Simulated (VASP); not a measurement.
Input of a VASP 6.6.1 run:

INCAR

```
SYSTEM = BAs
ALGO = Normal ; EDIFF = 1E-7
EDIFFG = -0.005 ; ENCUT = 600
GGA_COMPAT = .FALSE. ; IBRION = 2
ISIF = 3 ; ISMEAR = -1
LASPH = .TRUE. ; LCHARG = .FALSE.
LREAL = .FALSE. ; LWAVE = .FALSE.
NELM = 120 ; NELMIN = 4
NSW = 80 ; PREC = Accurate
SIGMA = 0.02
```

The input KPOINTS:

```
k-points
0
G
  8 8 8
  0 0 0
```

POSCAR

```
BAs
1.0
    0.0000000000      2.4044049122      2.4044049122
    2.4044049122      0.0000000000      2.4044049122
    2.4044049122      2.4044049122      0.0000000000
B As
1 1
Direct
    0.0000000000      0.0000000000      0.0000000000
    0.2500000000      0.2500000000      0.2500000000
```

Potentials or basis: VASP PAW LDA potentials, release 64 (B, As_d).

Launch:

```bash
$ cat potpaw_LDA.64/B/POTCAR potpaw_LDA.64/As_d/POTCAR > POTCAR
$ mpirun -np 1 vasp_std > vasp.out
```

Question: What does it give for the band gap on the k mesh?

Answer: 1.12 eV, indirect (least direct gap 3.28 eV).

Question: Estimate the relaxed volume.

Answer: 13.28 Å³/atom.

Question: Predict the space group after relaxing (to 0.05 Å).

Answer: F-43m (No. 216).

Final structure:
```yaml
crystal:
  lattice:
    - [0.00000, 2.36785, 2.36785]
    - [2.36785, 0.00000, 2.36785]
    - [2.36785, 2.36785, 0.00000]
  atoms:
    - { symbol: B, position: [0.00000, 0.00000, 0.00000] }
    - { symbol: As, position: [0.25000, 0.25000, 0.25000] }
```

A k mesh can miss the band edges. LDA usually gives volumes a few per cent too small.
